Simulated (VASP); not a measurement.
# Cu (P6_3/mmc) in VASP: further runs

Cu is run at these levels: PBEsol; tasks: single point.

All numbers are computed with VASP 6.6.1; they aren't measurements. Logs are shortened: lines on timing, memory, paths and dates and some standing lists are left out, and cuts for length are marked.

## 1. The cell of the first run

Symmetry: P6_3/mmc, No. 194, hexagonal system. Conventional cell: a = 2.481 Å, b = 2.481 Å, c = 3.739 Å, α = 90.00°, β = 90.00°, γ = 120.00°. Within 3.1 Å of Cu (site symmetry -6m2) lie 12 Cu at 2.35 to 2.48 Å.

This isn't the form of Cu at room conditions, which is fcc.

## 2. Single point, PBEsol (9.96 Å³/atom)

File INCAR:

```
ALGO     = Fast           # electronic algorithm
EDIFF    = 1E-7           # SCF threshold, eV
ENCUT    = 520            # plane-wave cutoff, eV
GGA      = PS             # functional
ISIF     = 2              # what is computed and relaxed
ISMEAR   = 0              # smearing method
LASPH    = True           # aspherical terms in the spheres
LCHARG   = False          # write CHGCAR
LREAL    = False          # projectors in reciprocal space
LWAVE    = False          # write WAVECAR
NBANDS   = 18             # bands
NELM     = 100            # most SCF steps
PREC     = Accurate       # precision mode
SIGMA    = 0.15           # smearing width, eV
```

File KPOINTS:

```
k-points
0
Gamma
  24 24 12
```

File POSCAR:

```
Cu
1.0
    2.4809397452      0.0000000000      0.0000000000
   -1.2404698726      2.1485568446      0.0000000000
    0.0000000000      0.0000000000      3.7385281020
Cu
2
Direct
    0.3333333333      0.6666666667      0.2500000000
    0.6666666667      0.3333333333      0.7500000000
```

Potentials or basis: VASP PAW PBE potentials, release 64 (Cu).

Launch:

```
> cat potpaw_PBE.64/Cu/POTCAR > POTCAR
> mpirun -np 1 vasp_std > vasp.out
```

OUTCAR:

```text
EDIFF = 1E-7
   ENCUT = 520
   GGA = PS
   ISIF = 2
   ISMEAR = 0
   LASPH = True
   LREAL = False
   NELM = 100
   PREC = Accurate

 ion  position               nearest neighbor table
   1  0.333  0.667  0.250-   2 2.35   2 2.35   2 2.35   2 2.35   2 2.35   2 2.35
   2  0.667  0.333  0.750-   1 2.35   1 2.35   1 2.35   1 2.35   1 2.35   1 2.35

  LATTYP: Found a hexagonal cell.
 ALAT       =     2.4809397452
 C/A-ratio  =     1.5069000000

  Lattice vectors:

 A1 = (   2.4809397452,   0.0000000000,   0.0000000000)
 A2 = (  -1.2404698726,   2.1485568446,   0.0000000000)
 A3 = (   0.0000000000,   0.0000000000,   3.7385281020)

Analysis of symmetry for initial positions (statically):
=====================================================================
 Subroutine PRICEL returns:
 Original cell was already a primitive cell.

 Routine SETGRP: Setting up the symmetry group for a
 hexagonal supercell.

 Subroutine GETGRP returns: Found 24 space group operations
 (whereof 12 operations were pure point group operations)
 out of a pool of 24 trial point group operations.

The static configuration has the point symmetry D_3d.
 The point group associated with its full space group is D_6h.

Analysis of symmetry for dynamics (positions and initial velocities):
=====================================================================
 Subroutine PRICEL returns:
 Original cell was already a primitive cell.

 Routine SETGRP: Setting up the symmetry group for a
 hexagonal supercell.

 Subroutine GETGRP returns: Found 24 space group operations
 (whereof 12 operations were pure point group operations)
 out of a pool of 24 trial point group operations.

The dynamic configuration has the point symmetry D_3d.
 The point group associated with its full space group is D_6h.

 Subroutine INISYM returns: Found 24 space group operations
 (whereof 12 operations are pure point group operations),
 and found     1 'primitive' translations

----------------------------------------------------------------------------------------

                                     Primitive cell

  volume of cell :      19.9280

  direct lattice vectors                    reciprocal lattice vectors
     2.480939745  0.000000000  0.000000000     0.403073070  0.232714346  0.000000000
    -1.240469873  2.148556845  0.000000000     0.000000000  0.465428691  0.000000000
     0.000000000  0.000000000  3.738528102     0.000000000  0.000000000  0.267484949

  length of vectors
     2.480939745  2.480939745  3.738528102     0.465428691  0.465428691  0.267484949

  position of ions in fractional coordinates (direct lattice)
     0.333333333  0.666666667  0.250000000
     0.666666667  0.333333333  0.750000000

  ion indices of the primitive-cell ions
   primitive index   ion index
                 1           1
                 2           2

----------------------------------------------------------------------------------------

 KPOINTS: k-points

Automatic generation of k-mesh.
 Grid dimensions read from file:
 generate k-points for:   24   24   12

 Generating k-lattice:

  Cartesian coordinates                     Fractional coordinates (reciprocal lattice)
     0.016794711  0.009696431  0.000000000     0.041666667  0.000000000  0.000000000
     0.000000000  0.019392862  0.000000000     0.000000000  0.041666667  0.000000000
     0.000000000  0.000000000  0.022290412     0.000000000  0.000000000  0.083333333

  Length of vectors
     0.019392862  0.019392862  0.022290412

  Shift w.r.t. Gamma in fractional coordinates (k-lattice)
     0.000000000  0.000000000  0.000000000

 Subroutine IBZKPT returns following result:
 ===========================================

 Found    427 irreducible k-points:

 Following reciprocal coordinates:
            Coordinates               Weight
  0.000000  0.000000  0.000000      1.000000
  0.041667 -0.000000  0.000000      6.000000
  0.083333  0.000000  0.000000      6.000000
  0.125000  0.000000  0.000000      6.000000
  0.166667  0.000000  0.000000      6.000000
  0.208333 -0.000000  0.000000      6.000000
[... 16 lines left out ...]
  0.416667  0.041667  0.000000     12.000000
  0.458333  0.041667  0.000000     12.000000
 [... further k-points ...]
   k-points           NKPTS =    427   k-points in BZ     NKDIM =    427   number of bands    NBANDS=     18
   number of dos      NEDOS =    301   number of ions     NIONS =      2
   total plane-waves  NPLWV =   9072
   dimension x,y,z NGX =    18 NGY =   18 NGZ =   28
   dimension x,y,z NGXF=    36 NGYF=   36 NGZF=   56
   ions per type =               2
   NGX,Y,Z   is equivalent  to a cutoff of  12.06, 12.06, 12.45 a.u.
   NGXF,Y,Z  is equivalent  to a cutoff of  24.12, 24.12, 24.90 a.u.
 SYSTEM =  unknown system
   PREC   = accura    normal or accurate (medium, high low for compatibility)
   ISTART =      0    job   : 0-new  1-cont  2-samecut
   ICHARG =      2    charge: 1-file 2-atom 10-const
   ISPIN  =      1    spin polarized calculation?
   LNONCOLLINEAR =      F non collinear calculations
   LSORBIT =      F    spin-orbit coupling
   LASPH  =      T    aspherical Exc in radial PAW
   ENCUT  =  520.0 eV  38.22 Ry    6.18 a.u.   4.61  4.61  6.95*2*pi/ulx,y,z
   NELM   =    100;   NELMIN=  2; NELMDL= -5     # of ELM steps
   EDIFF  = 0.1E-06   stopping-criterion for ELM
   LREAL  =      F    real-space projection
   EDIFFG = 0.1E-05   stopping-criterion for IOM
   NSW    =      0    number of steps for IOM
   IBRION =     -1    ionic relax: 0-MD 1-quasi-New 2-CG
   NFREE  =      0    steps in history (QN), initial steepest desc. (CG)
   ISIF   =      2    stress and relaxation
   ISYM   =      2    0-nonsym 1-usesym 2-fastsym
   POTIM  = 0.5000    time-step for ionic-motion
   TEBEG  =    0.0;   TEEND  =   0.0 temperature during run
   PSTRESS=    0.0 pullay stress
   NELECT =      22.0000    total number of electrons
   NUPDOWN=      -1.0000    fix difference up-down
   EMIN   =  10.00;   EMAX   =-10.00  energy-range for DOS
   EFERMI =   0.00;   METHOD = LEGACY
   ISMEAR =     0;   SIGMA  =   0.15  broadening in eV -4-tet -1-fermi 0-gaus
   EFERMI_NEDOS =   21; number of points for ismear=-14 and -15
   IALGO  =     68    algorithm
   IMIX   =      4    mixing-type and parameters
     AMIX     =   0.40;   BMIX     =  1.00
     AMIX_MAG =   1.60;   BMIX_MAG =  1.00
  volume/ion in A,a.u.               =       9.96        67.24
  Fermi-wavevector in a.u.,A,eV,Ry     =   1.691977  3.197373 38.950576  2.862787
  Thomas-Fermi vector in A             =   2.773647
   LORBIT       =      0    0 simple, 1 ext, 2 COOP (PROOUT), +10 PAW based schemes
   GGA     = PS    functional components
   LHFCALC =     F    Hartree Fock is set to
   AEXX    =    0.0000 exact exchange contribution
   IVDW    =     0    specifies the selected vdW correction
   LEPSILON=     F    determine dielectric tensor
   LRPA    =     F    only Hartree local field effects (RPA)
 non-spin polarized calculation
 RMM-DIIS sequential band-by-band and
 Gauss-broadening in eV      SIGMA  =   0.15
  energy-cutoff  :      520.00
  volume of cell :       19.93
 maximum number of plane-waves:       550
   NGX =  9   NGY =  9   NGZ = 13

 number of electron      21.9999998 magnetization

 Free energy of the ion-electron system (eV)
  ---------------------------------------------------
  ext. energy  EPLUGINS =         0.00000000
  ---------------------------------------------------
  free energy    TOTEN  =        -8.28137942 eV

  energy without entropy =       -8.27591935  energy(sigma->0) =       -8.27864938

 E-fermi :   9.7149     XC(G=0): -13.9281

 val. band max:        9.7028702091   @ k =   0.4583   0.0833   0.0833
 cond. band min:       9.7154178293   @ k =   0.4583   0.0833   0.0000
 fundamental gap:      0.0125476202
 Fermi energy:         9.7149163813

 k-point     1 :       0.0000    0.0000    0.0000
  band No.  band energies     occupation
      1      -1.0647      2.00000
      2       3.6518      2.00000
      3       6.1361      2.00000
      4       6.1361      2.00000
      5       6.4424      2.00000
      6       6.4987      2.00000
[... 10 lines left out ...]
     17      33.9855      0.00000
     18      34.4095      0.00000

 k-point     2 :       0.0417   -0.0000    0.0000
  band No.  band energies     occupation
      1      -1.0045      2.00000
      2       3.6835      2.00000
      3       6.0818      2.00000
      4       6.1607      2.00000
      5       6.4834      2.00000
      6       6.4922      2.00000
[... 10 lines left out ...]
     17      34.6878      0.00000
     18      34.8339      0.00000

 k-point     3 :       0.0833    0.0000    0.0000
  band No.  band energies     occupation
      1      -0.8250      2.00000
      2       3.7748      2.00000
      3       5.9623      2.00000
      4       6.2333      2.00000
      5       6.4277      2.00000
      6       6.4571      2.00000
[... 10 lines left out ...]
     17      35.2875      0.00000
     18      36.6212      0.00000

 k-point     4 :       0.1250    0.0000    0.0000
  band No.  band energies     occupation
      1      -0.5296      2.00000
      2       3.9144      2.00000
      3       5.8176      2.00000
      4       6.2412      2.00000
      5       6.3506      2.00000
      6       6.3912      2.00000
[... 375 lines left out ...]
      4       5.4677      2.00000
      5       5.8245      2.00000
      6       6.3917      2.00000
[... 10 lines left out ...]
     17      25.2886      0.00000
     18      30.8249      0.00000

 k-point    23 :       0.4167    0.0417    0.0000
  band No.  band energies     occupation
      1       3.5797      2.00000
      2       4.1949      2.00000
      3       4.4703      2.00000
      4       5.5872      2.00000
      5       5.7846      2.00000
      6       6.3656      2.00000
[... 10 lines left out ...]
     17      24.1254      0.00000
     18      30.6672      0.00000

 k-point    24 :       0.4583    0.0417    0.0000
  band No.  band energies     occupation
      1       3.7920      2.00000
      2       4.1318      2.00000
      3       4.4211      2.00000
      4       5.6781      2.00000
      5       5.7642      2.00000
      6       6.3522      2.00000
[... 10 lines left out ...]
     17      23.3894      0.00000
     18      30.5950      0.00000

 [... further k-points ...]

------------------------ aborting loop because EDIFF is reached ----------------------------------------

  FORCE on cell =-STRESS in cart. coord.  units (eV):
  Direction    XX          YY          ZZ          XY          YZ          ZX
  --------------------------------------------------------------------------------------
  -------------------------------------------------------------------------------------
  Total        2.9359129      2.9359129      5.9939341      0.0000000      0.0000000      0.0000000
  in kB      236.0424052    236.0424052    481.9021149      0.0000000      0.0000000      0.0000000
  external PRESSURE =     317.9956417 kB  Pullay stress =       0.0000000 kB

 VOLUME and BASIS-vectors are now :
 -----------------------------------------------------------------------------
  energy-cutoff  :      520.00
  volume of cell :       19.93
      direct lattice vectors                 reciprocal lattice vectors
     2.480939745  0.000000000  0.000000000     0.403073070  0.232714346  0.000000000
    -1.240469873  2.148556845  0.000000000     0.000000000  0.465428691  0.000000000
     0.000000000  0.000000000  3.738528102     0.000000000  0.000000000  0.267484949

 POSITION                                       TOTAL-FORCE (eV/Angst)
 -----------------------------------------------------------------------------------
     -0.00000      1.43237      0.93463         0.000000      0.000000      0.000000
      1.24047      0.71619      2.80390        -0.000000     -0.000000      0.000000
 -----------------------------------------------------------------------------------
    total drift:                                0.000000     -0.000000      0.000000

  FREE ENERGIE OF THE ION-ELECTRON SYSTEM (eV)
  ---------------------------------------------------
  free  energy   TOTEN  =        -8.2813794183 eV

  energy  without entropy=       -8.2759193460  energy(sigma->0) =       -8.27864938
```

Run time: 72 s. Hardware: 1 thread of Intel Xeon 6975P-C (Granite Rapids), shared host; peak memory 0.21 GiB.

What came out:

| Property | Result |
| --- | --- |
| Free energy | -8.2814 eV |
| Pressure | 31.8 GPa |
| Band gap on the k mesh | zero (bands 11 and 12 overlap by 6.22 eV) |

Caveat: the stress differs along the axes, from 24 to 48 GPa; the PAW data sets were made with another functional, which shifts forces and pressure a little.

## 3. Single point, PBEsol (9.96 Å³/atom)

File INCAR:

```
PREC = Accurate
ENCUT = 520
EDIFF = 1E-7
ISMEAR = 0
SIGMA = 0.15
LREAL = False
LASPH = True
NELM = 100
ALGO = Fast
ISIF = 2
LWAVE = False
LCHARG = False
GGA = PS
NBANDS = 18
```

File KPOINTS:

```
regular mesh
0
Gamma
  24 24 12
```

File POSCAR:

```
Cu
1.0
    2.4153173104      0.0000000000      0.0000000000
   -1.2076586552      2.0917261490      0.0000000000
    0.0000000000      0.0000000000      3.9444340120
Cu
2
Direct
    0.3333333333      0.6666666667      0.2500000000
    0.6666666667      0.3333333333      0.7500000000
```

Potentials or basis: VASP PAW PBE potentials, release 64 (Cu).

Launch:

```
> cat potpaw_PBE.64/Cu/POTCAR > POTCAR
> mpirun -np 1 vasp_std > vasp.out
```

It took 75 s on 1 thread of Intel Xeon 6975P-C (Granite Rapids), shared host; peak memory 0.22 GiB.

It converged, with:

```yaml
Free_energy: -8.3693 eV
Pressure: 29.8 GPa
Band_gap_on_the_k_mesh: zero (bands 11 and 12 overlap by 6.69 eV)
```

Stress tensor (GPa, compression positive):
```
29.49  0.00  0.00
 0.00 29.49  0.00
 0.00  0.00 30.45
```

Levels at points of the mesh, in eV from the Fermi level:
```csv
k point,band 9,band 10,band 11,band 12,band 13,band 14
"(0.00, 0.00, 0.00)",-2.88,-1.91,-1.91,-1.55,4.69,22.71
"(0.50, 0.00, 0.00)",-1.73,-1.66,0.00,1.93,8.59,9.19
"(0.00, 0.00, 0.50)",-2.20,-2.20,-2.20,-2.20,13.94,13.94
"(0.50, 0.00, 0.50)",-1.71,-1.71,0.30,0.30,5.84,5.84
```

Caveat: the cell stands under pressure; the PAW data sets were made with another functional, which shifts forces and pressure a little.

## 4. Single point, PBEsol (9.96 Å³/atom)

File INCAR:

```
PREC = Accurate
ENCUT = 520
EDIFF = 1E-7
ISMEAR = 0
SIGMA = 0.15
LREAL = F
LASPH = T
NELM = 100
ALGO = Fast
ISIF = 2
LWAVE = F
LCHARG = F
GGA = PS
NBANDS = 18
```

File KPOINTS:

```
Automatic mesh
0
Gamma
  24 24 12
```

File POSCAR:

```
Cu
1.0
    2.3514529714      0.0000000000      0.0000000000
   -1.1757264857      2.0364180090      0.0000000000
    0.0000000000      0.0000000000      4.1616014687
Cu
2
Direct
    0.3333333333      0.6666666667      0.2500000000
    0.6666666667      0.3333333333      0.7500000000
```

Launch:

```
> cat potpaw_PBE.64/Cu/POTCAR > POTCAR
> mpirun -np 1 vasp_std > vasp.out
```

Run time: 72 s. Hardware: 1 thread of Intel Xeon 6975P-C (Granite Rapids), shared host; peak memory 0.22 GiB.

Results (log left out):

| Property | Result |
| --- | --- |
| Free energy | -8.2883 eV |
| Pressure | 33.4 GPa |
| Band gap on the k mesh | zero (bands 11 and 12 overlap by 7.15 eV) |

Stress tensor (GPa, compression positive):
```
41.93  0.00  0.00
 0.00 41.93  0.00
 0.00  0.00 16.47
```

Levels at points of the mesh, in eV from the Fermi level:
| k point | band 9 | band 10 | band 11 | band 12 | band 13 | band 14 |
| --- | --- | --- | --- | --- | --- | --- |
| (0.00, 0.00, 0.00) | -2.68 | -2.39 | -1.97 | -1.97 | 3.46 | 22.80 |
| (0.50, 0.00, 0.00) | -1.69 | -1.61 | 0.10 | 2.14 | 8.16 | 8.60 |
| (0.00, 0.00, 0.50) | -2.23 | -2.23 | -2.23 | -2.23 | 11.72 | 11.72 |
| (0.50, 0.00, 0.50) | -1.64 | -1.64 | 0.35 | 0.35 | 6.05 | 6.05 |

Caveat: the stress differs along the axes, from 16 to 42 GPa; the PAW data sets were made with another functional, which shifts forces and pressure a little.

## 5. The runs side by side

| cell | gap on the mesh (eV) | pressure (GPa) |
| --- | --- | --- |
| a = 2.481, b = 2.481, c = 3.739 Å, angles 90.0, 90.0, 120.0°, 2 atoms | none | 31.8 |
| a = 2.415, b = 2.415, c = 3.944 Å, angles 90.0, 90.0, 120.0°, 2 atoms | none | 29.8 |
| a = 2.351, b = 2.351, c = 4.162 Å, angles 90.0, 90.0, 120.0°, 2 atoms | none | 33.4 |

Alike in all rows: task single point; level PBEsol; potentials or basis VASP PAW PBE potentials, release 64 (Cu); no spin polarisation; k mesh 24 × 24 × 12; cutoff (eV) 520; smearing gaussian 0.15 eV.

Caveats: the PAW data sets were made with another functional, which shifts forces and pressure a little; the stress differs along the axes, from 24 to 48 GPa (at least some runs); the cell stands under pressure (at least some runs); the stress differs along the axes, from 16 to 42 GPa (at least some runs).

Absolute energies hang on the potentials; compare differences alone.
